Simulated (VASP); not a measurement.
Here is a VASP 6.6.1 calculation.

The input INCAR:

```
SYSTEM = Sn
ALGO = Normal
EDIFF = 1E-7
ENCUT = 520
GGA = RE
ISIF = 2
ISMEAR = -1
LASPH = .TRUE.
LCHARG = .TRUE.
LELF = .TRUE.
LREAL = .FALSE.
LVHAR = .TRUE.
LWAVE = .FALSE.
NBANDS = 13
NELM = 80
PREC = Accurate
SIGMA = 0.1
```

The input KPOINTS:

```
k-points
0
G
  13 13 13
  0 0 0
```

File POSCAR:

```
Sn
1.0
    0.0000000000      2.3961860330      2.3961860330
    2.3961860330      0.0000000000      2.3961860330
    2.3961860330      2.3961860330      0.0000000000
Sn
1
Direct
    0.0000000000      0.0000000000      0.0000000000
```

Potentials or basis: VASP PAW PBE potentials, release 64 (Sn_d).

Command:

```sh
$ cat potpaw_PBE.64/Sn_d/POTCAR > POTCAR
$ mpirun -np 1 vasp_std > vasp.out
```

Task: What does it give for the band gap on the k mesh?

Result: Zero (band 7 reaches 15.72 eV, above the bottom of band 8 at 6.16 eV).

Task: What does it give for the pressure?

Result: 1.8 GPa.

Caveat: the PAW data sets were made with another functional, which shifts forces and pressure a little; spin-orbit coupling is left out, which moves the levels of the heavy elements.
